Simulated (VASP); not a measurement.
# InSb (F-43m) in VASP: further runs, part 2 of 3

VASP 6.6.1. Earlier steps stand in the parts before.

### Step 3. Single point, PBEsol

This run uses another cell than the first one, of 34.68 Å³/atom, 0.993 times its volume.

Input file INCAR:

```
SYSTEM = InSb
PREC = Accurate ; ENCUT = 520
EDIFF = 1E-7 ; ISMEAR = 0
SIGMA = 0.05 ; LREAL = .FALSE.
LASPH = .TRUE. ; NELM = 60
ALGO = Normal ; ISIF = 2
LWAVE = .FALSE. ; LCHARG = .FALSE.
GGA = PS ; NBANDS = 16
```

Input file KPOINTS:

```
Automatic mesh
0
G
  6 6 6
  0 0 0
```

Input file POSCAR:

```
InSb
1.0
    0.0000000000      3.2611851369      3.2611851369
    3.2611851369      0.0000000000      3.2611851369
    3.2611851369      3.2611851369      0.0000000000
In Sb
1 1
Direct
    0.0000000000      0.0000000000      0.0000000000
    0.7500000000      0.7500000000      0.7500000000
```

Potentials or basis: VASP PAW PBE potentials, release 64 (In_d, Sb).

Command:

```bash
cat potpaw_PBE.64/In_d/POTCAR potpaw_PBE.64/Sb/POTCAR > POTCAR
mpirun -np 1 vasp_std > vasp.out
```

OUTCAR:

```text
SYSTEM = InSb
   PREC = Accurate
   ENCUT = 520
   EDIFF = 1E-7
   ISMEAR = 0
   LREAL = .FALSE.
   LASPH = .TRUE.
   NELM = 60
   ISIF = 2
   GGA = PS

 ion  position               nearest neighbor table
   1  0.000  0.000  0.000-   2 2.82   2 2.82   2 2.82   2 2.82
   2  0.750  0.750  0.750-   1 2.82   1 2.82   1 2.82   1 2.82

  LATTYP: Found a face centered cubic cell.
 ALAT       =     6.5223702738

  Lattice vectors:

 A1 = (   0.0000000000,   3.2611851369,   3.2611851369)
 A2 = (   3.2611851369,   0.0000000000,   3.2611851369)
 A3 = (   3.2611851369,   3.2611851369,   0.0000000000)

Analysis of symmetry for initial positions (statically):
=====================================================================
 Subroutine PRICEL returns:
 Original cell was already a primitive cell.

 Routine SETGRP: Setting up the symmetry group for a
 face centered cubic supercell.

 Subroutine GETGRP returns: Found 24 space group operations
 (whereof 24 operations were pure point group operations)
 out of a pool of 48 trial point group operations.

The static configuration has the point symmetry T_d .

Analysis of symmetry for dynamics (positions and initial velocities):
=====================================================================
 Subroutine PRICEL returns:
 Original cell was already a primitive cell.

 Routine SETGRP: Setting up the symmetry group for a
 face centered cubic supercell.

 Subroutine GETGRP returns: Found 24 space group operations
 (whereof 24 operations were pure point group operations)
 out of a pool of 48 trial point group operations.

The dynamic configuration has the point symmetry T_d .

 Subroutine INISYM returns: Found 24 space group operations
 (whereof 24 operations are pure point group operations),
 and found     1 'primitive' translations

----------------------------------------------------------------------------------------

                                     Primitive cell

  volume of cell :      69.3676

  direct lattice vectors                    reciprocal lattice vectors
     0.000000000  3.261185137  3.261185137    -0.153318496  0.153318496  0.153318496
     3.261185137  0.000000000  3.261185137     0.153318496 -0.153318496  0.153318496
     3.261185137  3.261185137  0.000000000     0.153318496  0.153318496 -0.153318496

  length of vectors
     4.612012250  4.612012250  4.612012250     0.265555425  0.265555425  0.265555425

  position of ions in fractional coordinates (direct lattice)
     0.000000000  0.000000000  0.000000000
     0.750000000  0.750000000  0.750000000

  ion indices of the primitive-cell ions
   primitive index   ion index
                 1           1
                 2           2

----------------------------------------------------------------------------------------

 KPOINTS: Automatic mesh

Automatic generation of k-mesh.
 Grid dimensions read from file:
 generate k-points for:    6    6    6

 Generating k-lattice:

  Cartesian coordinates                     Fractional coordinates (reciprocal lattice)
    -0.025553083  0.025553083  0.025553083     0.166666667  0.000000000  0.000000000
     0.025553083 -0.025553083  0.025553083     0.000000000  0.166666667  0.000000000
     0.025553083  0.025553083 -0.025553083     0.000000000  0.000000000  0.166666667

  Length of vectors
     0.044259237  0.044259237  0.044259237

  Shift w.r.t. Gamma in fractional coordinates (k-lattice)
     0.000000000  0.000000000  0.000000000

 Subroutine IBZKPT returns following result:
 ===========================================

 Found     16 irreducible k-points:

 Following reciprocal coordinates:
            Coordinates               Weight
  0.000000  0.000000  0.000000      1.000000
  0.166667  0.000000  0.000000      8.000000
  0.333333  0.000000  0.000000      8.000000
  0.500000  0.000000  0.000000      4.000000
  0.166667  0.166667  0.000000      6.000000
  0.333333  0.166667  0.000000     24.000000
[... 8 lines left out ...]
 -0.333333  0.333333  0.166667     24.000000
 -0.333333  0.500000  0.166667     12.000000
   k-points           NKPTS =     16   k-points in BZ     NKDIM =     16   number of bands    NBANDS=     16
   number of dos      NEDOS =    301   number of ions     NIONS =      2
   total plane-waves  NPLWV =  46656
   dimension x,y,z NGX =    36 NGY =   36 NGZ =   36
   dimension x,y,z NGXF=    72 NGYF=   72 NGZF=   72
   ions per type =               1   1
   NGX,Y,Z   is equivalent  to a cutoff of  12.98, 12.98, 12.98 a.u.
   NGXF,Y,Z  is equivalent  to a cutoff of  25.95, 25.95, 25.95 a.u.
 SYSTEM =  InSb
   PREC   = accura    normal or accurate (medium, high low for compatibility)
   ISTART =      0    job   : 0-new  1-cont  2-samecut
   ICHARG =      2    charge: 1-file 2-atom 10-const
   ISPIN  =      1    spin polarized calculation?
   LNONCOLLINEAR =      F non collinear calculations
   LSORBIT =      F    spin-orbit coupling
   LASPH  =      T    aspherical Exc in radial PAW
   ENCUT  =  520.0 eV  38.22 Ry    6.18 a.u.   8.58  8.58  8.58*2*pi/ulx,y,z
   NELM   =     60;   NELMIN=  2; NELMDL= -5     # of ELM steps
   EDIFF  = 0.1E-06   stopping-criterion for ELM
   LREAL  =      F    real-space projection
   EDIFFG = 0.1E-05   stopping-criterion for IOM
   NSW    =      0    number of steps for IOM
   IBRION =     -1    ionic relax: 0-MD 1-quasi-New 2-CG
   NFREE  =      0    steps in history (QN), initial steepest desc. (CG)
   ISIF   =      2    stress and relaxation
   ISYM   =      2    0-nonsym 1-usesym 2-fastsym
   POTIM  = 0.5000    time-step for ionic-motion
   TEBEG  =    0.0;   TEEND  =   0.0 temperature during run
   PSTRESS=    0.0 pullay stress
   NELECT =      18.0000    total number of electrons
   NUPDOWN=      -1.0000    fix difference up-down
   EMIN   =  10.00;   EMAX   =-10.00  energy-range for DOS
   EFERMI =   0.00;   METHOD = LEGACY
   ISMEAR =     0;   SIGMA  =   0.05  broadening in eV -4-tet -1-fermi 0-gaus
   EFERMI_NEDOS =   21; number of points for ismear=-14 and -15
   IALGO  =     38    algorithm
   IMIX   =      4    mixing-type and parameters
     AMIX     =   0.40;   BMIX     =  1.00
     AMIX_MAG =   1.60;   BMIX_MAG =  1.00
  volume/ion in A,a.u.               =      34.68       234.06
  Fermi-wavevector in a.u.,A,eV,Ry     =   1.044192  1.973236 14.834924  1.090336
  Thomas-Fermi vector in A             =   2.178934
   LORBIT       =      0    0 simple, 1 ext, 2 COOP (PROOUT), +10 PAW based schemes
   GGA     = PS    functional components
   LHFCALC =     F    Hartree Fock is set to
   AEXX    =    0.0000 exact exchange contribution
   IVDW    =     0    specifies the selected vdW correction
   LEPSILON=     F    determine dielectric tensor
   LRPA    =     F    only Hartree local field effects (RPA)
 non-spin polarized calculation
 Gauss-broadening in eV      SIGMA  =   0.05
  energy-cutoff  :      520.00
  volume of cell :       69.37
 maximum number of plane-waves:      1893
 NGX is ok and might be reduce to    36
   NGX = 17   NGY = 17   NGZ = 17

 number of electron      17.9999995 magnetization

 Free energy of the ion-electron system (eV)
  ---------------------------------------------------
  ext. energy  EPLUGINS =         0.00000000
  ---------------------------------------------------
  free energy    TOTEN  =        -7.67745305 eV

  energy without entropy =       -7.67709596  energy(sigma->0) =       -7.67727451

 E-fermi :   4.7764     XC(G=0):  -8.7797

 val. band max:        4.7611474357   @ k =   0.0000   0.0000   0.0000
 cond. band min:       5.1950752735   @ k =   0.5000   0.0000   0.0000
 fundamental gap:      0.4339278378
 Fermi energy:         4.7763758938

 k-point     1 :       0.0000    0.0000    0.0000
  band No.  band energies     occupation
      1      -9.7449      2.00000
      2      -9.7449      2.00000
      3      -9.7449      2.00000
      4      -9.6642      2.00000
      5      -9.6642      2.00000
      6      -5.8622      2.00000
[... 8 lines left out ...]
     15      13.0008      0.00000
     16      13.0008      0.00000
[... 267 lines left out ...]
 k-point    16 :      -0.3333    0.5000    0.1667
  band No.  band energies     occupation
      1      -9.8123      2.00000
      2      -9.7139      2.00000
      3      -9.7053      2.00000
      4      -9.6760      2.00000
      5      -9.6597      2.00000
      6      -3.9213      2.00000
[... 8 lines left out ...]
     15      14.4215      0.00000
     16      15.1197      0.00000

------------------------ aborting loop because EDIFF is reached ----------------------------------------

  FORCE on cell =-STRESS in cart. coord.  units (eV):
  Direction    XX          YY          ZZ          XY          YZ          ZX
  --------------------------------------------------------------------------------------
  -------------------------------------------------------------------------------------
  Total        0.0071865      0.0071865      0.0071865      0.0000000      0.0000000      0.0000000
  in kB        0.1659855      0.1659855      0.1659855      0.0000000      0.0000000      0.0000000
  external PRESSURE =       0.1659855 kB  Pullay stress =       0.0000000 kB

 VOLUME and BASIS-vectors are now :
 -----------------------------------------------------------------------------
  energy-cutoff  :      520.00
  volume of cell :       69.37
      direct lattice vectors                 reciprocal lattice vectors
     0.000000000  3.261185137  3.261185137    -0.153318496  0.153318496  0.153318496
     3.261185137  0.000000000  3.261185137     0.153318496 -0.153318496  0.153318496
     3.261185137  3.261185137  0.000000000     0.153318496  0.153318496 -0.153318496

 POSITION                                       TOTAL-FORCE (eV/Angst)
 -----------------------------------------------------------------------------------
      0.00000      0.00000      0.00000        -0.000000     -0.000000     -0.000000
      4.89178      4.89178      4.89178         0.000000      0.000000      0.000000
 -----------------------------------------------------------------------------------
    total drift:                                0.000000      0.000000      0.000000

  FREE ENERGIE OF THE ION-ELECTRON SYSTEM (eV)
  ---------------------------------------------------
  free  energy   TOTEN  =        -7.6774530499 eV

  energy  without entropy=       -7.6770959612  energy(sigma->0) =       -7.67727451
```

OSZICAR:

```text
N       E                     dE             d eps       ncg     rms          rms(c)
DAV:   1     0.107627877209E+03    0.10763E+03   -0.79941E+03   512   0.114E+03
DAV:   2    -0.102405745212E+01   -0.10865E+03   -0.10510E+03   600   0.263E+02
DAV:   3    -0.762927256599E+01   -0.66052E+01   -0.65796E+01   648   0.687E+01
DAV:   4    -0.781452997095E+01   -0.18526E+00   -0.18523E+00   680   0.133E+01
DAV:   5    -0.782171213297E+01   -0.71822E-02   -0.71820E-02   720   0.200E+00    0.393E+00
DAV:   6    -0.770053091335E+01    0.12118E+00   -0.17652E-01   736   0.682E+00    0.224E+00
DAV:   7    -0.767771930749E+01    0.22812E-01   -0.67180E-02   712   0.263E+00    0.600E-01
DAV:   8    -0.767700563639E+01    0.71367E-03   -0.77259E-03   680   0.999E-01    0.254E-01
DAV:   9    -0.767745645558E+01   -0.45082E-03   -0.88805E-04   592   0.257E-01    0.837E-02
DAV:  10    -0.767743154534E+01    0.24910E-04   -0.48718E-05   704   0.489E-02    0.374E-02
DAV:  11    -0.767745245368E+01   -0.20908E-04   -0.36878E-05   600   0.506E-02    0.239E-02
DAV:  12    -0.767745305422E+01   -0.60054E-06   -0.13994E-06   600   0.856E-03    0.655E-03
DAV:  13    -0.767745304994E+01    0.42808E-08   -0.71640E-07   632   0.644E-03
   1 F= -.76774530E+01 E0= -.76772745E+01  d E =-.357089E-03
```

stdout:

```text
POSCAR found type information on POSCAR InSb
 POSCAR found :  2 types and       2 ions
 scaLAPACK will be used
 -----------------------------------------------------------------------------
|                                                                             |
|                                                                             |
|     You enforced a specific xc type in the INCAR file but a different       |
|     I HOPE YOU KNOW WHAT YOU ARE DOING!                                     |
|                                                                             |
 -----------------------------------------------------------------------------

 LDA part: xc-table for (Slater+PW92), standard interpolation
 POSCAR, INCAR and KPOINTS ok, starting setup
 FFT: planning ... GRIDC
 FFT: planning ... GRID_SOFT
 FFT: planning ... GRID
 WAVECAR not read
 entering main loop
```

Wall time 48 s (1 thread of AMD EPYC 7R13 (Zen 3), shared host); peak memory 0.17 GiB.

Results:

```yaml
Free_energy: -7.6775 eV
Pressure: 0.0 GPa
Band_gap_on_the_k_mesh: zero (filled and empty bands touch)
```

Levels at points of the mesh, in eV from the Fermi level:
| k point | band 7 | band 8 | band 9 | band 10 | band 11 | band 12 |
| --- | --- | --- | --- | --- | --- | --- |
| (0.00, 0.00, 0.00) | -0.39 | -0.02 | -0.02 | -0.02 | 2.91 | 2.91 |
| (0.50, 0.00, 0.00) | -5.58 | -1.00 | -1.00 | 0.42 | 3.75 | 3.75 |
| (0.50, 0.50, 0.00) | -5.88 | -2.23 | -2.23 | 1.26 | 1.27 | 7.99 |

Caveat: the PAW data sets were made with another functional, which shifts forces and pressure a little; spin-orbit coupling is left out, which moves the levels of the heavy elements.

### Step 4. Single point, PBEsol (volume scaled by 1.02)

Input file INCAR:

```
PREC     = Accurate       # precision mode
ENCUT    = 520            # plane-wave cutoff, eV
EDIFF    = 1E-7           # SCF threshold, eV
ISMEAR   = 0              # smearing method
SIGMA    = 0.05           # smearing width, eV
LREAL    = F              # projectors in reciprocal space
LASPH    = T              # aspherical terms in the spheres
NELM     = 80             # most SCF steps
ALGO     = Normal         # electronic algorithm
ISIF     = 2              # what is computed and relaxed
LWAVE    = F              # write WAVECAR
LCHARG   = F              # write CHGCAR
GGA      = PS             # functional
NBANDS   = 16             # bands
```

Input file KPOINTS:

```
regular mesh
0
Gamma
  6 6 6
```

Input file POSCAR:

```
InSb
1.0
    0.0000000000      3.2827830189      3.2827830189
    3.2827830189      0.0000000000      3.2827830189
    3.2827830189      3.2827830189      0.0000000000
In Sb
1 1
Direct
    0.0000000000      0.0000000000      0.0000000000
    0.7500000000      0.7500000000      0.7500000000
```

Potentials or basis: VASP PAW PBE potentials, release 64 (In_d, Sb).

Command:

```bash
cat potpaw_PBE.64/In_d/POTCAR potpaw_PBE.64/Sb/POTCAR > POTCAR
mpirun -np 1 vasp_std > vasp.out
```

OUTCAR:

```text
PREC = Accurate
   ENCUT = 520
   EDIFF = 1E-7
   ISMEAR = 0
   LREAL = F
   LASPH = T
   NELM = 80
   ISIF = 2
   GGA = PS

 ion  position               nearest neighbor table
   1  0.000  0.000  0.000-   2 2.84   2 2.84   2 2.84   2 2.84
   2  0.750  0.750  0.750-   1 2.84   1 2.84   1 2.84   1 2.84

  LATTYP: Found a face centered cubic cell.
 ALAT       =     6.5655660378

  Lattice vectors:

 A1 = (   0.0000000000,   3.2827830189,   3.2827830189)
[... 480 lines left out ...]
------------------------ aborting loop because EDIFF is reached ----------------------------------------

  FORCE on cell =-STRESS in cart. coord.  units (eV):
  Direction    XX          YY          ZZ          XY          YZ          ZX
  --------------------------------------------------------------------------------------
  -------------------------------------------------------------------------------------
  Total       -0.3513543     -0.3513543     -0.3513543      0.0000000     -0.0000000     -0.0000000
  in kB       -7.9560843     -7.9560843     -7.9560843      0.0000000     -0.0000000     -0.0000000
  external PRESSURE =      -7.9560843 kB  Pullay stress =       0.0000000 kB

 VOLUME and BASIS-vectors are now :
 -----------------------------------------------------------------------------
  energy-cutoff  :      520.00
  volume of cell :       70.75
      direct lattice vectors                 reciprocal lattice vectors
     0.000000000  3.282783019  3.282783019    -0.152309792  0.152309792  0.152309792
     3.282783019  0.000000000  3.282783019     0.152309792 -0.152309792  0.152309792
     3.282783019  3.282783019  0.000000000     0.152309792  0.152309792 -0.152309792

 POSITION                                       TOTAL-FORCE (eV/Angst)
 -----------------------------------------------------------------------------------
      0.00000      0.00000      0.00000        -0.000000     -0.000000     -0.000000
      4.92417      4.92417      4.92417         0.000000      0.000000      0.000000
 -----------------------------------------------------------------------------------
    total drift:                                0.000000      0.000000      0.000000

  FREE ENERGIE OF THE ION-ELECTRON SYSTEM (eV)
  ---------------------------------------------------
  free  energy   TOTEN  =        -7.6743112292 eV

  energy  without entropy=       -7.6739541405  energy(sigma->0) =       -7.67413268
```

OSZICAR:

```text
N       E                     dE             d eps       ncg     rms          rms(c)
DAV:   1     0.110851331835E+03    0.11085E+03   -0.77437E+03   512   0.111E+03
DAV:   2    -0.676613230024E+00   -0.11153E+03   -0.10720E+03   584   0.290E+02
DAV:   3    -0.759745520397E+01   -0.69208E+01   -0.69027E+01   640   0.718E+01
DAV:   4    -0.780036086508E+01   -0.20291E+00   -0.20285E+00   672   0.142E+01
DAV:   5    -0.781434187331E+01   -0.13981E-01   -0.13981E-01   744   0.304E+00    0.380E+00
DAV:   6    -0.769609173657E+01    0.11825E+00   -0.17568E-01   744   0.669E+00    0.217E+00
DAV:   7    -0.767453348191E+01    0.21558E-01   -0.64237E-02   704   0.253E+00    0.588E-01
DAV:   8    -0.767385108173E+01    0.68240E-03   -0.73895E-03   688   0.966E-01    0.244E-01
DAV:   9    -0.767431286604E+01   -0.46178E-03   -0.88208E-04   616   0.250E-01    0.833E-02
DAV:  10    -0.767428975126E+01    0.23115E-04   -0.47614E-05   712   0.460E-02    0.369E-02
DAV:  11    -0.767431056634E+01   -0.20815E-04   -0.36220E-05   608   0.465E-02    0.226E-02
DAV:  12    -0.767431115038E+01   -0.58404E-06   -0.12389E-06   608   0.655E-03    0.641E-03
DAV:  13    -0.767431122920E+01   -0.78812E-07   -0.64491E-07   656   0.491E-03
   1 F= -.76743112E+01 E0= -.76741327E+01  d E =-.357089E-03
```

Wall time 35 s (1 thread of AMD EPYC 7R13 (Zen 3), shared host); peak memory 0.18 GiB.

What came out:

| Item | Value |
| --- | --- |
| Free energy | -7.6743 eV |
| Pressure | -0.8 GPa |
| Band gap on the k mesh | zero (filled and empty bands touch) |

Levels at points of the mesh, in eV from the Fermi level:
```tsv
k point	band 5	band 6	band 7	band 8	band 9	band 10	band 11	band 12	band 13	band 14
(0.00, 0.00, 0.00)	-14.41	-10.52	-0.50	-0.02	-0.02	-0.02	2.91	2.91	2.91	5.51
(0.50, 0.00, 0.00)	-14.41	-9.24	-5.49	-0.97	-0.97	0.39	3.75	3.75	5.96	7.93
(0.50, 0.50, 0.00)	-14.40	-8.68	-5.80	-2.17	-2.17	1.27	1.31	7.87	7.87	8.44
```

Caveat: the cell differs from its parent crystal (volume scaled by 1.02); the PAW data sets were made with another functional, which shifts forces and pressure a little; spin-orbit coupling is left out, which moves the levels of the heavy elements.

(Part 2 of 3 ends here.)
